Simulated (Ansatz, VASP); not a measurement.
**ZnSe: VASP beside Ansatz**

Contents of POSCAR:

```
ZnSe
1.0
    0.0000000000      2.6587577905      2.6587577905
    2.6587577905      0.0000000000      2.6587577905
    2.6587577905      2.6587577905      0.0000000000
Zn Se
1 1
Direct
    0.0000000000      0.0000000000      0.0000000000
    0.5000000000      0.5000000000      0.5000000000
```

Contents of INCAR.step1:

```
ALGO = Normal
EDIFF = 1E-5
ENCUT = 520
GGA = PE
ISIF = 2
ISMEAR = -1
LASPH = T
LREAL = F
LWAVE = T
NBANDS = 16
NELM = 60
PREC = Accurate
SIGMA = 0.02
```

Contents of INCAR.step2:

```
ALGO = Normal
EDIFF = 1E-7
ENCUT = 520
GGA = PE
HFSCREEN = 0.2079
ISIF = 2
ISMEAR = -1
ISTART = 1
LASPH = T
LCHARG = T
LELF = T
LHFCALC = T
LREAL = F
LVHAR = T
LWAVE = F
NBANDS = 16
NELM = 60
PREC = Accurate
PRECFOCK = Normal
SIGMA = 0.02
```

File KPOINTS:

```
k-points
0
Gamma
  4 4 4
```

Input for Ansatz:

```yaml
crystal:
  lattice:
    - [0.0, 2.6587577905, 2.6587577905]
    - [2.6587577905, 0.0, 2.6587577905]
    - [2.6587577905, 2.6587577905, 0.0]
  atoms:
    - { symbol: Zn, position: [0.0, 0.0, 0.0] }
    - { symbol: Se, position: [0.5, 0.5, 0.5] }
kpoints:
  mp_grid: { grid: [4, 4, 4] }
hamiltonian:
  xc: hse06
scf:
  occupations: { method: fermi_dirac, width: 0.02 }
  n_extra_bands: 4
output:
  forces: true
  stress: true
  eigenvalues: true
```

Alike in both runs: task single point; functional HSE06; k mesh 4 × 4 × 4; occupations fermi-dirac, width 0.02 eV; no spin polarisation.

|  | VASP | Ansatz |
| --- | --- | --- |
| version | VASP 6.6.1 | Ansatz 0.2.0 |
| potentials or method | VASP PAW PBE potentials, release 64 (Zn, Se) | plane waves, PAW |
| plane-wave cutoff (eV) | 520 | 420 |
| valence electrons in the cell | 18 | 28 |

```csv
,VASP,Ansatz,Ansatz less VASP
pressure (GPa),1.5,1.5,-0.01
```

With one functional, cell and mesh, what is left measures potentials, basis and numerics. VASP's potentials hold 18 valence electrons a cell and Ansatz's 28, so a difference there can come from the potentials and not from the codes. Ansatz's warnings: filled band counts differ across k points, stress exchange threshold loose, stress scf threshold loose.

The k mesh is coarse, so the values compare programs but aren't converged.
